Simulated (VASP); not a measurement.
# PbS (Fm-3m) in VASP: further runs

The runs below take PbS through single point, with RPBE+D3(BJ), HSE06, PBE.

Program: VASP 6.6.1. These are calculated values, not measurements. Logs are shortened: lines on timing, memory, paths and dates and some standing lists are left out, and cuts for length are marked.

## (1) The cell of the first run

It takes space group Fm-3m (No. 225, cubic). The conventional cell has a = 5.931 Å, b = 5.931 Å, c = 5.931 Å, α = 90.00°, β = 90.00°, γ = 90.00°. Pb (site symmetry m-3m) has 6 S at 2.97 Å within 3.9 Å. S (site symmetry m-3m) has 6 Pb at 2.97 Å within 3.9 Å.

## (2) Single point, RPBE+D3(BJ)

INCAR

```
ALGO = Normal ; EDIFF = 1E-6
ENCUT = 500 ; GGA = RP
GGA_COMPAT = F ; ISIF = 2
ISMEAR = -5 ; IVDW = 12
LASPH = T ; LCHARG = F
LREAL = F ; LWAVE = F
NBANDS = 17 ; NELM = 120
PREC = Accurate ; SIGMA = 0.05
```

KPOINTS

```
k-points
0
Gamma
  8 8 8
```

POSCAR

```
PbS
1.0
    0.0000000000      2.9657500000      2.9657500000
    2.9657500000      0.0000000000      2.9657500000
    2.9657500000      2.9657500000      0.0000000000
Pb S
1 1
Direct
    0.0000000000      0.0000000000      0.0000000000
    0.5000000000      0.5000000000      0.5000000000
```

Potentials or basis: VASP PAW PBE potentials, release 64 (Pb_d, S).

Command:

```console
cat potpaw_PBE.64/Pb_d/POTCAR potpaw_PBE.64/S/POTCAR > POTCAR
mpirun -np 1 vasp_std > vasp.out
```

OUTCAR:

```text
EDIFF = 1E-6
   ENCUT = 500
   GGA = RP
   ISIF = 2
   ISMEAR = -5
   IVDW = 12
   LASPH = T
   LREAL = F
   NELM = 120
   PREC = Accurate
 IVDW          = 12

 ion  position               nearest neighbor table
   1  0.000  0.000  0.000-   2 2.97   2 2.97   2 2.97   2 2.97   2 2.97   2 2.97
   2  0.500  0.500  0.500-   1 2.97   1 2.97   1 2.97   1 2.97   1 2.97   1 2.97

  LATTYP: Found a face centered cubic cell.
 ALAT       =     5.9315000000

  Lattice vectors:

 A1 = (   0.0000000000,   2.9657500000,   2.9657500000)
 A2 = (   2.9657500000,   0.0000000000,   2.9657500000)
 A3 = (   2.9657500000,   2.9657500000,   0.0000000000)

Analysis of symmetry for initial positions (statically):
=====================================================================
 Subroutine PRICEL returns:
 Original cell was already a primitive cell.

 Routine SETGRP: Setting up the symmetry group for a
 face centered cubic supercell.

 Subroutine GETGRP returns: Found 48 space group operations
 (whereof 48 operations were pure point group operations)
 out of a pool of 48 trial point group operations.

The static configuration has the point symmetry O_h .

Analysis of symmetry for dynamics (positions and initial velocities):
=====================================================================
 Subroutine PRICEL returns:
 Original cell was already a primitive cell.

 Routine SETGRP: Setting up the symmetry group for a
 face centered cubic supercell.

 Subroutine GETGRP returns: Found 48 space group operations
 (whereof 48 operations were pure point group operations)
 out of a pool of 48 trial point group operations.

The dynamic configuration has the point symmetry O_h .

 Subroutine INISYM returns: Found 48 space group operations
 (whereof 48 operations are pure point group operations),
 and found     1 'primitive' translations

----------------------------------------------------------------------------------------

                                     Primitive cell

  volume of cell :      52.1715

  direct lattice vectors                    reciprocal lattice vectors
     0.000000000  2.965750000  2.965750000    -0.168591419  0.168591419  0.168591419
     2.965750000  0.000000000  2.965750000     0.168591419 -0.168591419  0.168591419
     2.965750000  2.965750000  0.000000000     0.168591419  0.168591419 -0.168591419

  length of vectors
     4.194203873  4.194203873  4.194203873     0.292008903  0.292008903  0.292008903

  position of ions in fractional coordinates (direct lattice)
     0.000000000  0.000000000  0.000000000
     0.500000000  0.500000000  0.500000000

  ion indices of the primitive-cell ions
   primitive index   ion index
                 1           1
                 2           2

----------------------------------------------------------------------------------------

 KPOINTS: k-points

Automatic generation of k-mesh.
 Grid dimensions read from file:
 generate k-points for:    8    8    8

 Generating k-lattice:

  Cartesian coordinates                     Fractional coordinates (reciprocal lattice)
    -0.021073927  0.021073927  0.021073927     0.125000000  0.000000000  0.000000000
     0.021073927 -0.021073927  0.021073927     0.000000000  0.125000000  0.000000000
     0.021073927  0.021073927 -0.021073927     0.000000000  0.000000000  0.125000000

  Length of vectors
     0.036501113  0.036501113  0.036501113

  Shift w.r.t. Gamma in fractional coordinates (k-lattice)
     0.000000000  0.000000000  0.000000000

 TETIRR: Found     76 inequivalent tetrahedra from     3072

 Subroutine IBZKPT returns following result:
 ===========================================

 Found     29 irreducible k-points:

 Following reciprocal coordinates:
            Coordinates               Weight
  0.000000  0.000000  0.000000      1.000000
  0.125000  0.000000  0.000000      8.000000
  0.250000  0.000000  0.000000      8.000000
  0.375000  0.000000  0.000000      8.000000
  0.500000  0.000000  0.000000      4.000000
  0.125000  0.125000  0.000000      6.000000
[... 16 lines left out ...]
  0.500000  0.250000  0.125000     48.000000
 -0.375000  0.250000  0.125000     24.000000
 [... further k-points ...]
   k-points           NKPTS =     29   k-points in BZ     NKDIM =     29   number of bands    NBANDS=     17
   number of dos      NEDOS =    301   number of ions     NIONS =      2
   total plane-waves  NPLWV =  32768
   dimension x,y,z NGX =    32 NGY =   32 NGZ =   32
   dimension x,y,z NGXF=    64 NGYF=   64 NGZF=   64
   ions per type =               1   1
   NGX,Y,Z   is equivalent  to a cutoff of  12.68, 12.68, 12.68 a.u.
   NGXF,Y,Z  is equivalent  to a cutoff of  25.37, 25.37, 25.37 a.u.
 SYSTEM =  unknown system
   PREC   = accura    normal or accurate (medium, high low for compatibility)
   ISTART =      0    job   : 0-new  1-cont  2-samecut
   ICHARG =      2    charge: 1-file 2-atom 10-const
   ISPIN  =      1    spin polarized calculation?
   LNONCOLLINEAR =      F non collinear calculations
   LSORBIT =      F    spin-orbit coupling
   LASPH  =      T    aspherical Exc in radial PAW
   ENCUT  =  500.0 eV  36.75 Ry    6.06 a.u.   7.65  7.65  7.65*2*pi/ulx,y,z
   NELM   =    120;   NELMIN=  2; NELMDL= -5     # of ELM steps
   EDIFF  = 0.1E-05   stopping-criterion for ELM
   LREAL  =      F    real-space projection
   EDIFFG = 0.1E-04   stopping-criterion for IOM
   NSW    =      0    number of steps for IOM
   IBRION =     -1    ionic relax: 0-MD 1-quasi-New 2-CG
   NFREE  =      0    steps in history (QN), initial steepest desc. (CG)
   ISIF   =      2    stress and relaxation
   ISYM   =      2    0-nonsym 1-usesym 2-fastsym
   POTIM  = 0.5000    time-step for ionic-motion
   TEBEG  =    0.0;   TEEND  =   0.0 temperature during run
   PSTRESS=    0.0 pullay stress
   NELECT =      20.0000    total number of electrons
   NUPDOWN=      -1.0000    fix difference up-down
   EMIN   =  10.00;   EMAX   =-10.00  energy-range for DOS
   EFERMI =   0.00;   METHOD = LEGACY
   ISMEAR =    -5;   SIGMA  =   0.05  broadening in eV -4-tet -1-fermi 0-gaus
   EFERMI_NEDOS =   21; number of points for ismear=-14 and -15
   IALGO  =     38    algorithm
   IMIX   =      4    mixing-type and parameters
     AMIX     =   0.40;   BMIX     =  1.00
     AMIX_MAG =   1.60;   BMIX_MAG =  1.00
  volume/ion in A,a.u.               =      26.09       176.04
  Fermi-wavevector in a.u.,A,eV,Ry     =   1.189251  2.247359 19.242973  1.414319
  Thomas-Fermi vector in A             =   2.325363
   LORBIT       =      0    0 simple, 1 ext, 2 COOP (PROOUT), +10 PAW based schemes
   GGA     = RP    functional components
   LHFCALC =     F    Hartree Fock is set to
   AEXX    =    0.0000 exact exchange contribution
   IVDW    =    12    specifies the selected vdW correction
   LEPSILON=     F    determine dielectric tensor
   LRPA    =     F    only Hartree local field effects (RPA)
 non-spin polarized calculation
 Fermi weights with tetrahedron method with Bloechl corrections
  energy-cutoff  :      500.00
  volume of cell :       52.17
 maximum number of plane-waves:      1363
   NGX = 15   NGY = 15   NGZ = 15

 number of electron      19.9999998 magnetization

 Free energy of the ion-electron system (eV)
  ---------------------------------------------------
  ext. energy  EPLUGINS =         0.00000000
  ---------------------------------------------------
  free energy    TOTEN  =        -8.05995122 eV

  energy without entropy =       -8.05995122  energy(sigma->0) =       -8.05995122

 E-fermi :   6.0234     XC(G=0):  -9.5164

 val. band max:        5.9468840120   @ k =   0.5000   0.0000   0.0000
 cond. band min:       6.4075922592   @ k =   0.5000   0.0000   0.0000
 fundamental gap:      0.4607082472
 Fermi energy:         6.0234312621

 k-point     1 :       0.0000    0.0000    0.0000
  band No.  band energies     occupation
      1     -10.9519      2.00000
      2     -10.9519      2.00000
      3     -10.9519      2.00000
      4     -10.9308      2.00000
      5     -10.9308      2.00000
      6      -7.6456      2.00000
[... 9 lines left out ...]
     16      12.7163      0.00000
     17      14.7839      0.00000

 k-point     2 :       0.1250    0.0000    0.0000
  band No.  band energies     occupation
      1     -10.9511      2.00000
      2     -10.9485      2.00000
      3     -10.9485      2.00000
      4     -10.9320      2.00000
      5     -10.9320      2.00000
      6      -7.5134      2.00000
[... 9 lines left out ...]
     16      13.0849      0.00000
     17      15.9454      0.00000

 k-point     3 :       0.2500    0.0000    0.0000
  band No.  band energies     occupation
      1     -10.9521      2.00000
      2     -10.9521      2.00000
      3     -10.9497      2.00000
      4     -10.9232      2.00000
      5     -10.9232      2.00000
      6      -7.1467      2.00000
[... 9 lines left out ...]
     16      13.9284      0.00000
     17      17.9767      0.00000

 k-point     4 :       0.3750    0.0000    0.0000
  band No.  band energies     occupation
      1     -10.9614      2.00000
      2     -10.9614      2.00000
      3     -10.9487      2.00000
      4     -10.9087      2.00000
      5     -10.9087      2.00000
      6      -6.6720      2.00000
[... 9 lines left out ...]
     16      15.1402      0.00000
     17      17.8300      0.00000

 k-point     5 :       0.5000    0.0000    0.0000
  band No.  band energies     occupation
      1     -10.9655      2.00000
      2     -10.9655      2.00000
      3     -10.9484      2.00000
      4     -10.9024      2.00000
      5     -10.9024      2.00000
      6      -6.4172      2.00000
[... 9 lines left out ...]
     16      16.0594      0.00000
     17      16.5469      0.00000

 k-point     6 :       0.1250    0.1250    0.0000
  band No.  band energies     occupation
      1     -10.9555      2.00000
      2     -10.9435      2.00000
      3     -10.9435      2.00000
      4     -10.9429      2.00000
      5     -10.9270      2.00000
      6      -7.4671      2.00000
[... 9 lines left out ...]
     16      13.8606      0.00000
     17      15.3232      0.00000

 k-point     7 :       0.2500    0.1250    0.0000
  band No.  band energies     occupation
      1     -10.9599      2.00000
      2     -10.9546      2.00000
      3     -10.9405      2.00000
      4     -10.9332      2.00000
      5     -10.9192      2.00000
      6      -7.1730      2.00000
[... 9 lines left out ...]
     16      14.6506      0.00000
     17      16.5044      0.00000

 k-point     8 :       0.3750    0.1250    0.0000
  band No.  band energies     occupation
      1     -10.9738      2.00000
      2     -10.9495      2.00000
      3     -10.9483      2.00000
      4     -10.9221      2.00000
      5     -10.9061      2.00000
      6      -6.7218      2.00000
[... 9 lines left out ...]
     16      15.6959      0.00000
     17      17.7637      0.00000
[... 203 lines left out ...]
      1     -11.0634      2.00000
      2     -10.9697      2.00000
      3     -10.9127      2.00000
      4     -10.8990      2.00000
      5     -10.8953      2.00000
      6      -6.0626      2.00000
[... 9 lines left out ...]
     16      17.5011      0.00000
     17      17.7162      0.00000

 k-point    20 :      -0.3750    0.3750    0.0000
  band No.  band energies     occupation
      1     -11.0431      2.00000
      2     -10.9546      2.00000
      3     -10.9238      2.00000
      4     -10.9089      2.00000
      5     -10.9001      2.00000
      6      -5.9992      2.00000
[... 9 lines left out ...]
     16      16.9293      0.00000
     17      18.5608      0.00000

 k-point    21 :       0.5000    0.5000    0.0000
  band No.  band energies     occupation
      1     -11.0823      2.00000
      2     -10.9765      2.00000
      3     -10.9054      2.00000
      4     -10.8921      2.00000
      5     -10.8921      2.00000
      6      -5.9905      2.00000
[... 9 lines left out ...]
     16      18.1694      0.00000
     17      18.2227      0.00000

 k-point    22 :       0.3750    0.2500    0.1250
  band No.  band energies     occupation
      1     -10.9785      2.00000
      2     -10.9553      2.00000
      3     -10.9390      2.00000
      4     -10.9234      2.00000
      5     -10.9122      2.00000
      6      -6.8292      2.00000
[... 9 lines left out ...]
     16      15.8673      0.00000
     17      16.1402      0.00000

 k-point    23 :       0.5000    0.2500    0.1250
  band No.  band energies     occupation
      1     -10.9936      2.00000
      2     -10.9487      2.00000
      3     -10.9421      2.00000
      4     -10.9180      2.00000
      5     -10.9064      2.00000
      6      -6.4067      2.00000
[... 9 lines left out ...]
     16      16.2695      0.00000
     17      17.2962      0.00000

 k-point    24 :      -0.3750    0.2500    0.1250
  band No.  band energies     occupation
      1     -10.9993      2.00000
      2     -10.9498      2.00000
      3     -10.9348      2.00000
      4     -10.9229      2.00000
      5     -10.9021      2.00000
      6      -6.1936      2.00000
[... 9 lines left out ...]
     16      16.8678      0.00000
     17      17.1990      0.00000

 [... further k-points ...]

------------------------ aborting loop because EDIFF is reached ----------------------------------------

 Edisp (eV)   -3.16488

 E8    (eV) :    -2.0592

  FORCE on cell =-STRESS in cart. coord.  units (eV):
  Direction    XX          YY          ZZ          XY          YZ          ZX
  --------------------------------------------------------------------------------------
  -------------------------------------------------------------------------------------
  Total      -3.47450    -3.47450    -3.47450     0.00000     0.00000     0.00000
  in kB    -106.70121  -106.70121  -106.70121     0.00000     0.00000     0.00000
  external pressure =     -106.70 kB  Pullay stress =        0.00 kB

 VOLUME and BASIS-vectors are now :
 -----------------------------------------------------------------------------
  energy-cutoff  :      500.00
  volume of cell :       52.17
      direct lattice vectors                 reciprocal lattice vectors
     0.000000000  2.965750000  2.965750000    -0.168591419  0.168591419  0.168591419
     2.965750000  0.000000000  2.965750000     0.168591419 -0.168591419  0.168591419
     2.965750000  2.965750000  0.000000000     0.168591419  0.168591419 -0.168591419

 POSITION                                       TOTAL-FORCE (eV/Angst)
 -----------------------------------------------------------------------------------
      0.00000      0.00000      0.00000         0.000000      0.000000     -0.000000
      2.96575      2.96575      2.96575         0.000000     -0.000000      0.000000
 -----------------------------------------------------------------------------------
    total drift:                                0.000000     -0.000000     -0.000000

  FREE ENERGIE OF THE ION-ELECTRON SYSTEM (eV)
  ---------------------------------------------------
  free  energy   TOTEN  =       -11.2248280645 eV

  energy  without entropy=      -11.2248280645  energy(sigma->0) =      -11.22482806
```

Wall time 31 s (1 thread of AMD EPYC 7R43 (Zen 3), shared host); peak memory 0.16 GiB.

What came out:

```yaml
Free_energy: -11.2248 eV
Pressure: -10.7 GPa
Band_gap_on_the_k_mesh: 0.46 eV
Dispersion_energy_per_atom: -1.582 eV
```

Levels at points of the mesh, in eV from the valence-band top:
```csv
k point,band 8,band 9,band 10,band 11,band 12,band 13
"(0.00, 0.00, 0.00)",-2.19,-2.19,-2.19,5.27,5.27,5.27
"(0.50, 0.00, 0.00)",-1.80,-1.80,0.00,0.46,2.01,2.01
"(0.50, 0.50, 0.00)",-5.17,-3.44,-3.44,3.96,5.64,5.74
```

Caveat: the cell stands under tension; the dispersion term is far too large for a dense solid, which distorts pressure and volume; the PAW data sets were made with another functional, which shifts forces and pressure a little; spin-orbit coupling is left out, which moves the levels of the heavy elements.

## (3) Single point, HSE06, non-collinear spin, zero start, spin-orbit coupling

POSCAR is that of step 2.

INCAR.step1

```
SYSTEM = PbS
ALGO = Normal
EDIFF = 1E-5
ENCUT = 520
GGA = PE
GGA_COMPAT = .FALSE.
ISIF = 2
ISMEAR = -1
LASPH = .TRUE.
LCHARG = .FALSE.
LORBIT = 11
LORBMOM = .TRUE.
LREAL = .FALSE.
LSORBIT = .TRUE.
LWAVE = .TRUE.
MAGMOM = 0 0 0 0 0 0
NBANDS = 32
NELM = 150
PREC = Accurate
SIGMA = 0.05
```

INCAR.step2

```
SYSTEM = PbS
ALGO = Normal
EDIFF = 1E-6
ENCUT = 520
GGA = PE
GGA_COMPAT = .FALSE.
HFSCREEN = 0.2079
ISIF = 2
ISMEAR = -1
ISTART = 1
LASPH = .TRUE.
LCHARG = .FALSE.
LHFCALC = .TRUE.
LORBIT = 11
LORBMOM = .TRUE.
LREAL = .FALSE.
LSORBIT = .TRUE.
LWAVE = .FALSE.
MAGMOM = 0 0 0 0 0 0
NBANDS = 32
NELM = 150
PREC = Accurate
PRECFOCK = Normal
SIGMA = 0.05
```

KPOINTS

```
k-points
0
G
  4 4 4
  0 0 0
```

Potentials or basis: VASP PAW PBE potentials, release 64 (Pb_d, S).

Command:

```console
cat potpaw_PBE.64/Pb_d/POTCAR potpaw_PBE.64/S/POTCAR > POTCAR
cp INCAR.step1 INCAR
mpirun -np 1 vasp_ncl > vasp.out
cp INCAR.step2 INCAR
mpirun -np 1 vasp_ncl > vasp.out
```

Wall time 31 min (1 thread of Intel Xeon Platinum 8488C (Sapphire Rapids), shared host); peak memory 0.43 GiB.

The run converged. Its results:

```
Free energy                                           : -10.7252 eV
Pressure                                              : 0.9 GPa
Net moment                                            : 0.00 μB per cell
Valence electrons inside the program's atomic spheres : Pb 11.86; S 3.70
```

Moments on the atoms (μB; x, y, z):
```
Pb  0.00 0.00 0.00
S   0.00 0.00 0.00
```

Caveat: the k points lie up to 0.46 Å⁻¹ apart; the PAW data sets were made with another functional, which shifts forces and pressure a little.

## (4) Single point, PBE

INCAR

```
SYSTEM = PbS
  PREC = Accurate
  ENCUT = 520
  EDIFF = 1E-6
  ISMEAR = -1
  SIGMA = 0.1
  LREAL = .FALSE.
  LASPH = .TRUE.
  NELM = 80
  ALGO = Normal
  ISIF = 2
  LWAVE = .FALSE.
  LCHARG = .TRUE.
  GGA = PE
  LELF = .TRUE.
  LVHAR = .TRUE.
  NBANDS = 17
```

KPOINTS

```
Automatic mesh
0
G
  7 7 7
  0 0 0
```

POSCAR is that of step 3.

Command:

```console
cat potpaw_PBE.64/Pb_d/POTCAR potpaw_PBE.64/S/POTCAR > POTCAR
mpirun -np 1 vasp_std > vasp.out
```

Run time: 28 s. Hardware: 1 thread of Intel Xeon 8259CL, shared host; peak memory 0.18 GiB.

Results (log left out):

- Free energy: -8.7579 eV
- Pressure: 2.1 GPa

Levels at points of the mesh, in eV from the Fermi level:
| k point | band 8 | band 9 | band 10 | band 11 | band 12 | band 13 |
| --- | --- | --- | --- | --- | --- | --- |
| (0.00, 0.00, 0.00) | -2.40 | -2.40 | -2.40 | 4.99 | 4.99 | 4.99 |

Caveat: this odd mesh misses L, so gap, dielectric constants and Born charges aren't listed; spin-orbit coupling is left out, which moves the levels of the heavy elements.

## (5) Summary

| level | spin | k mesh | cutoff (eV) | smearing | grid for exact exchange (PRECFOCK) | share of exact exchange | screening parameter | pressure (GPa) |
| --- | --- | --- | --- | --- | --- | --- | --- | --- |
| RPBE+D3(BJ) | off | 8 × 8 × 8 | 500 | tetrahedron | - | - | - | -10.7 |
| HSE06 | non-collinear, zero start, SOC | 4 × 4 × 4 | 520 | fermi-dirac 0.05 eV | Normal | 0.25 | 0.2079 1/Å | 0.9 |
| PBE | off | 7 × 7 × 7 | 520 | fermi-dirac 0.1 eV | - | - | - | 2.1 |

Alike in all rows: task single point; potentials or basis VASP PAW PBE potentials, release 64 (Pb_d, S); cell as given.

Caveats: some runs use coarse meshes; the PAW data sets were made with another functional, which shifts forces and pressure a little (at least some runs); spin-orbit coupling is left out, which moves the levels of the heavy elements (at least some runs); the cell stands under tension (at least some runs); the dispersion term is far too large for a dense solid, which distorts pressure and volume (at least some runs).

Total energies depend on the potentials used, so only differences within one code and one set of settings carry meaning.
